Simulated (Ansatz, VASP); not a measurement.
## SnTe in VASP and in Ansatz

INCAR

```
SYSTEM = SnTe
PREC = Accurate ; ENCUT = 520
EDIFF = 1E-7 ; ISMEAR = -1
SIGMA = 0.08 ; LREAL = .False.
LASPH = .True. ; NELM = 100
ALGO = Normal ; ISIF = 2
LWAVE = .False. ; LCHARG = .False.
GGA = PE ; NBANDS = 17
```

The input KPOINTS:

```
Automatic mesh
0
Gamma
  11 11 11
  0 0 0
```

Contents of POSCAR:

```
SnTe
1.0
    0.0000000000      3.1565000000      3.0618050000
    3.1565000000      0.0000000000      3.0618050000
    3.1565000000      3.1565000000      0.0000000000
Sn Te
1 1
Direct
    0.0000000000      0.0000000000      0.0000000000
    0.5000000000      0.5000000000      0.5000000000
```

Input for Ansatz:

```yaml
crystal:
  lattice:
    - [0.0, 3.1565, 3.061805]
    - [3.1565, 0.0, 3.061805]
    - [3.1565, 3.1565, 0.0]
  atoms:
    - { symbol: Sn, position: [0.0, 0.0, 0.0] }
    - { symbol: Te, position: [0.5, 0.5, 0.5] }
kpoints:
  mp_grid: { grid: [11, 11, 11] }
  band_path:
    path:
      - [0.0, 0.0, 0.0]
      - [0.0, 0.5, 0.5]
      - [0.25, 0.75, 0.5]
      - [0.0, 0.5, 0.0]
      - [0.0, 0.0, 0.0]
      - [0.5, 0.5, 0.0]
      - [0.3828515251, 0.6171484749, 0.0]
      - [-0.3828515251, 0.3828515251, 0.0]
      - [0.0, 0.0, 0.0]
    npoints: 5
scf:
  occupations: { method: fermi_dirac, width: 0.08 }
hamiltonian:
  xc: pbe
  pseudopotentials: { kind: all_electron, lapw: { basis_error: 0.00025 } }
output:
  forces: true
  stress: true
  eigenvalues: true
```

Change from the starting cell: zz strain of -3 %.

Alike in both runs: task single point; functional PBE; k mesh 11 × 11 × 11; occupations fermi-dirac, width 0.08 eV; no spin polarisation.

|  | VASP | Ansatz |
| --- | --- | --- |
| version | VASP 6.6.1 | Ansatz 0.2.0 |
| potentials or method | VASP PAW PBE potentials, release 64 (Sn_d, Te), cutoff 520 eV | all-electron LAPW, scalar-relativistic |

VASP gave:

```
pressure (GPa)                                                : 3.7
traceless stress, the component that is largest in VASP (GPa) : 3.23
```

Q: Estimate Ansatz's values.

A: Pressure (GPa): 3.8; traceless stress, the component that is largest in VASP (GPa): 3.23.

Ansatz ran all-electron here, and VASP with PAW potentials.

Spin-orbit coupling is off throughout.
